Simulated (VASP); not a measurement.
# HfN (F-43m) in VASP: notebook, part 2 of 2

VASP 6.6.1. The steps go on from the part before.

## 5. Single point, PBEsol+U

File INCAR:

```
SYSTEM = HfN
PREC = Accurate
ENCUT = 520
EDIFF = 1E-7
ISMEAR = -1
SIGMA = 0.05
LREAL = .False.
LASPH = .True.
NELM = 150
ALGO = Normal
ISIF = 2
LWAVE = .False.
LCHARG = .False.
LMAXMIX = 4
LDAU = .True.
LDAUTYPE = 2
LDAUL = 2 -1
LDAUU = 6 0
LDAUJ = 0 0
LDAUPRINT = 1
GGA = PS
NBANDS = 14
```

File KPOINTS:

```
regular mesh
0
Gamma
  9 9 9
  0 0 0
```

File POSCAR:

```
HfN
1.0
    0.0000000000      2.4548220000      2.4548220000
    2.4548220000      0.0000000000      2.4548220000
    2.4548220000      2.4548220000      0.0000000000
Hf N
1 1
Direct
    0.0000000000      0.0000000000      0.0000000000
    0.2500000000      0.2500000000      0.2500000000
```

Potentials or basis: VASP PAW PBE potentials, release 64 (Hf_pv, N).

Command:

```bash
cat potpaw_PBE.64/Hf_pv/POTCAR potpaw_PBE.64/N/POTCAR > POTCAR
mpirun -np 1 vasp_std > vasp.out
```

OUTCAR:

```text
SYSTEM = HfN
   PREC = Accurate
   ENCUT = 520
   EDIFF = 1E-7
   ISMEAR = -1
   LREAL = .False.
   LASPH = .True.
   NELM = 150
   ISIF = 2
   GGA = PS

 ion  position               nearest neighbor table
   1  0.000  0.000  0.000-   2 2.13   2 2.13   2 2.13   2 2.13
   2  0.250  0.250  0.250-   1 2.13   1 2.13   1 2.13   1 2.13

  LATTYP: Found a face centered cubic cell.
 ALAT       =     4.9096440000

  Lattice vectors:

 A1 = (   0.0000000000,   2.4548220000,   2.4548220000)
 A2 = (   2.4548220000,   0.0000000000,   2.4548220000)
 A3 = (   2.4548220000,   2.4548220000,   0.0000000000)

Analysis of symmetry for initial positions (statically):
=====================================================================
 Subroutine PRICEL returns:
 Original cell was already a primitive cell.

 Routine SETGRP: Setting up the symmetry group for a
 face centered cubic supercell.

 Subroutine GETGRP returns: Found 24 space group operations
 (whereof 24 operations were pure point group operations)
 out of a pool of 48 trial point group operations.

The static configuration has the point symmetry T_d .

Analysis of symmetry for dynamics (positions and initial velocities):
=====================================================================
 Subroutine PRICEL returns:
 Original cell was already a primitive cell.

 Routine SETGRP: Setting up the symmetry group for a
 face centered cubic supercell.

 Subroutine GETGRP returns: Found 24 space group operations
 (whereof 24 operations were pure point group operations)
 out of a pool of 48 trial point group operations.

The dynamic configuration has the point symmetry T_d .

 Subroutine INISYM returns: Found 24 space group operations
[... 167 lines left out ...]
  o =  0.2001  v =  0.0000  0.4274  0.0000 -0.9041  0.0000  0.0000  0.0000  0.0000  0.0000  0.0000      0.0000  0.0000  0.0000  0.0000  0.0000  0.0000  0.0000  0.0000  0.0000  0.0000
  o =  0.2001  v =  0.0000  0.0000  0.0000  0.0000  0.0000  0.0000  0.4274  0.0000 -0.9041  0.0000      0.0000  0.0000  0.0000  0.0000  0.0000  0.0000  0.0000  0.0000  0.0000  0.0000
  o =  0.2001  v =  1.0000  0.0000  0.0000  0.0000  0.0000  0.0000  0.0000  0.0000  0.0000  0.0000      0.0000  0.0000  0.0000  0.0000  0.0000  0.0000  0.0000  0.0000  0.0000  0.0000
  o =  0.2001  v =  0.0000  0.0000  0.0000  0.0000  0.0000  1.0000  0.0000  0.0000  0.0000  0.0000      0.0000  0.0000  0.0000  0.0000  0.0000  0.0000  0.0000  0.0000  0.0000  0.0000

 number of electron      15.0000001 magnetization

 Free energy of the ion-electron system (eV)
  ---------------------------------------------------
  ext. energy  EPLUGINS =         0.00000000
  ---------------------------------------------------
  free energy    TOTEN  =       -18.36856807 eV

  energy without entropy =      -18.36231777  energy(sigma->0) =      -18.36544292

 E-fermi :   6.3246     XC(G=0): -11.4232

 val. band max:        6.2611782304   @ k =   0.4444   0.2222   0.0000
 cond. band min:       6.3331213229   @ k =   0.3333   0.2222   0.0000
 fundamental gap:      0.0719430924
 Fermi energy:         6.3245915730

 k-point     1 :       0.0000    0.0000    0.0000
  band No.  band energies     occupation
      1     -26.0105      2.00000
      2     -26.0105      2.00000
      3     -26.0105      2.00000
      4     -10.1794      2.00000
      5       0.9250      2.00000
      6       0.9250      2.00000
      7       0.9250      2.00000
      8       4.9728      2.00000
      9       9.6164      0.00000
     10       9.6164      0.00000
     11      12.9295      0.00000
     12      12.9295      0.00000
     13      12.9295      0.00000
     14      17.1564      0.00000
[... 377 lines left out ...]
      1     -26.4349      2.00000
      2     -26.1570      2.00000
      3     -26.1570      2.00000
      4      -8.5574      2.00000
      5      -0.7617      2.00000
      6       2.4016      2.00000
      7       2.4016      2.00000
      8       5.0148      2.00000
      9       8.8584      0.00000
     10      11.4301      0.00000
     11      11.4301      0.00000
     12      11.5173      0.00000
     13      14.9128      0.00000
     14      17.1473      0.00000

 [... further k-points ...]
[... 5 lines left out ...]
  --------------------------------------------------------------------------------------
  -------------------------------------------------------------------------------------
  Total        2.2112489      2.2112489      2.2112489      0.0000000      0.0000000      0.0000000
  in kB      119.7452241    119.7452241    119.7452241      0.0000000      0.0000000      0.0000000
  external PRESSURE =     119.7452241 kB  Pullay stress =       0.0000000 kB

 VOLUME and BASIS-vectors are now :
 -----------------------------------------------------------------------------
  energy-cutoff  :      520.00
  volume of cell :       29.59
      direct lattice vectors                 reciprocal lattice vectors
     0.000000000  2.454822000  2.454822000    -0.203680756  0.203680756  0.203680756
     2.454822000  0.000000000  2.454822000     0.203680756 -0.203680756  0.203680756
     2.454822000  2.454822000  0.000000000     0.203680756  0.203680756 -0.203680756

 POSITION                                       TOTAL-FORCE (eV/Angst)
 -----------------------------------------------------------------------------------
      0.00000      0.00000      0.00000        -0.000000     -0.000000     -0.000000
      1.22741      1.22741      1.22741         0.000000      0.000000      0.000000
 -----------------------------------------------------------------------------------
    total drift:                               -0.000000     -0.000000     -0.000000

  FREE ENERGIE OF THE ION-ELECTRON SYSTEM (eV)
  ---------------------------------------------------
  free  energy   TOTEN  =       -18.3685680650 eV

  energy  without entropy=      -18.3623177741  energy(sigma->0) =      -18.36544292
```

stdout:

```text
POSCAR found type information on POSCAR HfN
 POSCAR found :  2 types and       2 ions
 scaLAPACK will be used
 -----------------------------------------------------------------------------
|                                                                             |
|                                                                             |
|     You enforced a specific xc type in the INCAR file but a different       |
|     I HOPE YOU KNOW WHAT YOU ARE DOING!                                     |
|                                                                             |
 -----------------------------------------------------------------------------

 LDA part: xc-table for (Slater+PW92), standard interpolation
 POSCAR, INCAR and KPOINTS ok, starting setup
 FFT: planning ... GRIDC
 FFT: planning ... GRID_SOFT
 FFT: planning ... GRID
 WAVECAR not read
 entering main loop
```

It took 32 s on 1 thread of Intel Xeon 8259CL, shared host; peak memory 0.16 GiB.

Results:

* Free energy: -18.3686 eV
* Pressure: 12.0 GPa

Levels at points of the mesh, in eV from the Fermi level:
```
           k point  band 5  band 6  band 7  band 8  band 9  band 10  band 11  band 12
(0.00, 0.00, 0.00)   -5.40   -5.40   -5.40   -1.35    3.29     3.29     6.60     6.60
```

Eigenvalues of the final occupation matrices:
```tsv
site	spin	trace	eigenvalues
site 1 d	1	0.74	0.07 0.07 0.20 0.20 0.20
site 1 d	2	0.74	0.07 0.07 0.20 0.20 0.20
```

Caveat: the PAW data sets were made with another functional, which shifts forces and pressure a little; spin-orbit coupling is left out, which moves the levels of the heavy elements; U without spin polarisation on a metal has little footing.

## 6. Single point, PBEsol+U

File INCAR:

```
SYSTEM = HfN
PREC = Accurate ; ENCUT = 520
EDIFF = 1E-6 ; ISMEAR = -1
SIGMA = 0.05 ; LREAL = .False.
LASPH = .True. ; NELM = 150
ALGO = Normal ; ISIF = 2
LWAVE = .False. ; LCHARG = .True.
LMAXMIX = 4 ; LDAU = .True.
LDAUTYPE = 2 ; LDAUL = 2 -1
LDAUU = 8 0 ; LDAUJ = 0 0
LDAUPRINT = 1 ; GGA = PS
LELF = .True. ; LVHAR = .True.
NBANDS = 14
```

KPOINTS is that of step 5.

POSCAR is that of step 5.

Potentials or basis: VASP PAW PBE potentials, release 64 (Hf_pv, N).

Command:

```bash
cat potpaw_PBE.64/Hf_pv/POTCAR potpaw_PBE.64/N/POTCAR > POTCAR
mpirun -np 1 vasp_std > vasp.out
```

Run time: 39 s. Hardware: 1 thread of Intel Xeon 8259CL, shared host; peak memory 0.16 GiB.

The run converged. Its results:

| Quantity | Value |
| --- | --- |
| Free energy | -17.1823 eV |
| Pressure | 18.4 GPa |

Levels at points of the mesh, in eV from the Fermi level:
```
           k point  band 5  band 6  band 7  band 8  band 9  band 10  band 11  band 12
(0.00, 0.00, 0.00)   -5.37   -5.37   -5.37   -1.56    3.67     3.67     6.63     6.63
```

Eigenvalues of the final occupation matrices:
```
    site  spin  trace               eigenvalues
site 1 d     1   0.70  0.06 0.06 0.19 0.19 0.19
site 1 d     2   0.70  0.06 0.06 0.19 0.19 0.19
```

Caveat: the PAW data sets were made with another functional, which shifts forces and pressure a little; spin-orbit coupling is left out, which moves the levels of the heavy elements; U without spin polarisation on a metal has little footing.

## 7. The runs side by side

| U | gap on the mesh (eV) | pressure (GPa) |
| --- | --- | --- |
| Hf d U = 2.0 eV | none | -0.1 |
| Hf d U = 3.0 eV | none | 2.9 |
| Hf d U = 5.0 eV | none | 8.9 |
| Hf d U = 6.0 eV | none | 12.0 |
| Hf d U = 8.0 eV | none | 18.4 |

Alike in all rows: task single point; level PBEsol+U; potentials or basis VASP PAW PBE potentials, release 64 (Hf_pv, N); no spin polarisation; cell as given; k mesh 9 × 9 × 9; cutoff (eV) 520; smearing fermi-dirac 0.05 eV.

Every run on the cell as given and a fine mesh finds a metal.

Caveats: the PAW data sets were made with another functional, which shifts forces and pressure a little; spin-orbit coupling is left out, which moves the levels of the heavy elements; U without spin polarisation on a metal has little footing.

Absolute energies hang on the potentials; compare differences alone.
